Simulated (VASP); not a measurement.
RbBr, 2 atoms in the cell. The structure is cubic, space group Fm-3m (No. 225). The conventional cell has a = 6.922 Å, b = 6.922 Å, c = 6.922 Å, α = 90.00°, β = 90.00°, γ = 90.00°. Rb (site symmetry m-3m) has 6 Br at 3.46 Å within 4.5 Å. Br (site symmetry m-3m) has 6 Rb at 3.46 Å within 4.5 Å. 

| Property | Result |
| --- | --- |
| Program | VASP 6.6.1 |
| Task | relaxation of cell and atoms |
| Functional | LDA |
| Potentials or basis | VASP PAW LDA potentials, release 64 (Rb_sv, Br) |
| Cutoff | 330 eV |
| k mesh | 5 × 5 × 5 |
| Occupations | gaussian, width 0.03 eV |
| Spin | no spin polarisation |
| Tolerance level | screening |
| Purpose | cell |
| Passes | 2 |
| Further INCAR settings | ALGO = Normal; EDIFF = 1e-06 |

Potentials or basis: VASP PAW LDA potentials, release 64 (Rb_sv, Br).

Command:

```console
$ cat potpaw_LDA.64/Rb_sv/POTCAR potpaw_LDA.64/Br/POTCAR > POTCAR
$ cp INCAR.step1 INCAR
$ cp POSCAR.step1 POSCAR
$ mpirun -np 1 vasp_std > vasp.out
$ cp CONTCAR POSCAR
$ mpirun -np 1 vasp_std > vasp.out
$ cp CONTCAR POSCAR
$ cp INCAR.step3 INCAR
$ mpirun -np 1 vasp_std > vasp.out
```

Hardware: 1 thread of Intel(R) Xeon(R) Platinum 8259CL CPU @ 2.50GHz (Skylake/Cascade Lake), with other jobs on the host.

Q: How long does it take, and how much memory?

A: Wall time 24 s on 1 thread of Intel(R) Xeon(R) Platinum 8259CL CPU @ 2.50GHz (Skylake/Cascade Lake), on a shared host, peak memory 0.15 GiB. Counts: k points 10, ion steps 5.
